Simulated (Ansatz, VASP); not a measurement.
Ge: VASP beside Ansatz

```xyz
2
Lattice="3.7680 0.0000 0.0000 -1.8840 3.2632 0.0000 0.0000 0.0000 28.0000" Properties=species:S:1:pos:R:3 pbc="T T T"
Ge    0.0000    2.1755   14.1430
Ge    1.8840    1.0877   13.8570
```

Alike in both runs: task single point; functional LDA; k mesh 12 × 12 × 1; occupations gaussian, width 0.1 eV; no spin polarisation.

```csv
,VASP,Ansatz
version,VASP 6.6.1,Ansatz 0.2.0
potentials or method,"VASP PAW LDA potentials, release 64 (Ge_d), cutoff 520 eV","scalar-relativistic, plane waves, PAW"
valence electrons in the cell,28,28
```

```csv
,VASP,Ansatz,Ansatz less VASP
gap on the k mesh at the Fermi level (eV),none,none,-
rms of the force components (eV/Å),0.446,0.445,-0.0005
```

Ansatz warns that its potentials were made for another functional, while VASP's fit it. LDA's correlation is that of Perdew and Zunger in VASP and of Perdew and Wang (1992) in Ansatz. Atom by atom the forces differ by 0.001 eV/Å (rms over components). A gap of «none» marks a metal or a gap that the smearing closes.
